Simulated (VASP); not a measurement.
**CsAg: single point with PBE**

CsAg:

```xyz
2
Lattice="5.2525 0.0000 0.0000 -2.6263 4.5488 0.0000 0.0000 0.0000 4.7513" Properties=species:S:1:pos:R:3 pbc="T T T"
Cs    0.0000    0.0000    0.0000
Ag    0.0000    3.0325    2.3757
```

- Program: VASP 6.6.1
- Task: single point
- Functional: PBE
- Potentials or basis: VASP PAW PBE potentials, release 64 (Cs_sv, Ag)
- Cutoff: 500 eV
- k mesh: 6 × 6 × 6
- Occupations: tetrahedron
- Spin: no spin polarisation
- Dipole correction: no
- Further INCAR settings: ALGO = Normal; EDIFF = 1e-06; NBANDS = 17

```
Pressure               : 0.0 GPa
Band gap on the k mesh : 1.10 eV (least direct gap 1.16 eV)
```

Levels at points of the mesh, in eV from the valence-band top:
```tsv
k point	band 7	band 8	band 9	band 10	band 11	band 12	band 13	band 14
(0.00, 0.00, 0.00)	-2.69	-2.68	-2.68	-1.62	3.56	3.57	3.57	5.56
(0.50, 0.00, 0.00)	-2.70	-2.67	-2.65	-0.34	1.47	3.59	4.29	4.52
(0.00, 0.00, 0.50)	-2.72	-2.72	-2.66	-0.06	1.10	4.39	4.39	4.94
(0.50, 0.00, 0.50)	-2.68	-2.65	-2.62	-0.08	2.32	2.75	3.29	4.22
```

It took 48 s on 1 thread of Intel Xeon 8259CL, with other jobs on the host, peak memory 0.25 GiB.

Caveat: spin-orbit coupling is left out, which moves the levels of the heavy elements. A k mesh can miss the band edges.
